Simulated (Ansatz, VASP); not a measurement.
**One calculation of Sr2Pt, two programs**

```
Pt Sr
1.0
     0.00000    3.58046    3.58046
     3.58046    0.00000    3.58046
     3.58046    3.58046    0.00000
Pt Sr
1 2
Direct
  0.00000 0.00000 0.00000
  0.25000 0.25000 0.25000
  0.75000 0.75000 0.75000
```

Alike in both runs: functional LDA; k mesh 8 × 8 × 8; occupations fermi-dirac, width 0.05 eV; no spin polarisation.

Ansatz relaxed the structure, and its values are those at the end. VASP's run is a single point on that final structure, the one shown.

```csv
,VASP,Ansatz
version,VASP 6.6.1,Ansatz 0.2.0
potentials or method,"VASP PAW LDA potentials, release 64 (Pt, Sr_sv)","PAW with Ansatz's default frozen-core files, scalar-relativistic"
plane-wave cutoff (eV),520,420
valence electrons in the cell,30,38
```

|  | VASP | Ansatz | Ansatz less VASP |
| --- | --- | --- | --- |
| pressure (GPa) | 0.3 | 0.0 | -0.27 |

LDA's correlation is that of Perdew and Zunger in VASP and of Perdew and Wang (1992) in Ansatz. VASP's potentials hold 30 valence electrons a cell and Ansatz's 38, so a difference there can come from the potentials and not from the codes.

Spin-orbit coupling is off throughout.
